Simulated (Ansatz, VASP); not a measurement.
GaBiSe3 in VASP and in Ansatz

File INCAR:

```
ALGO = Normal
EDIFF = 1E-6
ENCUT = 520
GGA = PE
ISIF = 2
ISMEAR = 0
LASPH = T
LCHARG = F
LREAL = F
LWAVE = F
NBANDS = 57
NELM = 60
PREC = Accurate
SIGMA = 0.1
```

The input KPOINTS:

```
k-points
0
Gamma
  4 4 4
```

File POSCAR:

```
GaBiSe3
1.0
   -3.4000609400      3.4000609400      4.8084123000
    3.4000609400     -3.4000609400      4.8084123000
    3.4000609400      3.4000609400     -4.8084123000
Ga Bi Se
2 2 6
Direct
    0.5000000000      0.5000000000      0.0000000000
    0.0000000000      0.0000000000      0.0000000000
    0.7500000000      0.2500000000      0.5000000000
    0.2500000000      0.7500000000      0.5000000000
    0.2902837800      0.7902837800      0.0805675600
    0.7902837800      0.7097162200      0.5000000000
    0.7500000000      0.7500000000      0.0000000000
    0.7097162200      0.2097162200      0.9194324400
    0.2097162200      0.2902837800      0.5000000000
    0.2500000000      0.2500000000      0.0000000000
```

Input for Ansatz:

```yaml
crystal:
  lattice:
    - [-3.40006094, 3.40006094, 4.8084123]
    - [3.40006094, -3.40006094, 4.8084123]
    - [3.40006094, 3.40006094, -4.8084123]
  atoms:
    - { symbol: Ga, position: [0.5, 0.5, 0.0] }
    - { symbol: Ga, position: [0.0, 0.0, 0.0] }
    - { symbol: Bi, position: [0.75, 0.25, 0.5] }
    - { symbol: Bi, position: [0.25, 0.75, 0.5] }
    - { symbol: Se, position: [0.29028378, 0.79028378, 0.08056756] }
    - { symbol: Se, position: [0.79028378, 0.70971622, 0.5] }
    - { symbol: Se, position: [0.75, 0.75, 0.0] }
    - { symbol: Se, position: [0.70971622, 0.20971622, 0.91943244] }
    - { symbol: Se, position: [0.20971622, 0.29028378, 0.5] }
    - { symbol: Se, position: [0.25, 0.25, 0.0] }
basis:
  ecutwfc: 420
kpoints:
  mp_grid: { grid: [4, 4, 4] }
hamiltonian:
  xc: pbe
scf:
  occupations: { method: gaussian, width: 0.1 }
  lower_state_search: "off"
output:
  forces: true
  stress: true
  eigenvalues: true
```

Alike in both runs: task single point; functional PBE; k mesh 4 × 4 × 4; occupations gaussian, width 0.1 eV; no spin polarisation.

```csv
,VASP,Ansatz
version,VASP 6.6.1,Ansatz 0.2.0
potentials or method,"VASP PAW PBE potentials, release 64 (Ga_d, Bi_d, Se), cutoff 520 eV","scalar-relativistic, plane waves, PAW"
valence electrons in the cell,92,152
```

Ansatz gave:

```
gap on the k mesh at the Fermi level (eV)                     : none
pressure (GPa)                                                : 8.4
traceless stress, the component that is largest in VASP (GPa) : 1.82
rms of the force components (eV/Å)                            : 0.401
```

Task: Which values does VASP return?

Result: gap on the k mesh at the Fermi level (eV): none; pressure (GPa): 8.5; traceless stress, the component that is largest in VASP (GPa): 1.83; rms of the force components (eV/Å): 0.403.

Atom by atom the forces differ by 0.001 eV/Å (rms over components). A gap of «none» marks a metal or a gap that the smearing closes. VASP's potentials hold 92 valence electrons a cell and Ansatz's 152, so a difference there can come from the potentials and not from the codes.

Spin-orbit coupling is off throughout.
